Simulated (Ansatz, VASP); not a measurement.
**H: VASP beside Ansatz**

```
CELL_PARAMETERS angstrom
3.84013 0.00000 0.00000
-1.92007 3.32565 0.00000
0.00000 0.00000 5.04666
ATOMIC_POSITIONS crystal
H 0.33333 0.66667 0.17650
H 0.66667 0.33333 0.67650
H 0.66667 0.33333 0.82350
H 0.33333 0.66667 0.32350
```

Alike in both runs: task single point; functional PBEsol; k mesh 9 × 9 × 6; occupations gaussian, width 0.05 eV; no spin polarisation.

|  | VASP | Ansatz |
| --- | --- | --- |
| version | VASP 6.6.1 | Ansatz 0.2.0 |
| potentials or method | VASP PAW PBE potentials, release 64 (H), cutoff 520 eV | scalar-relativistic, plane waves, PAW |
| valence electrons in the cell | 4 | 4 |

|  | VASP | Ansatz | Ansatz less VASP |
| --- | --- | --- | --- |
| gap on the k mesh at the Fermi level (eV) | 9.32 | 9.32 | +0.001 |
| least direct gap on the mesh (eV) | 9.32 | 9.32 | +0.001 |
| pressure (GPa) | 0.6 | 0.7 | +0.13 |
| traceless stress, the component that is largest in VASP (GPa) | 1.46 | 1.48 | +0.021 |
| rms of the force components (eV/Å) | 0.350 | 0.349 | -0.0006 |

VASP's potentials were made for PBE, not for PBEsol. Atom by atom the forces differ by 0.001 eV/Å (rms over components).
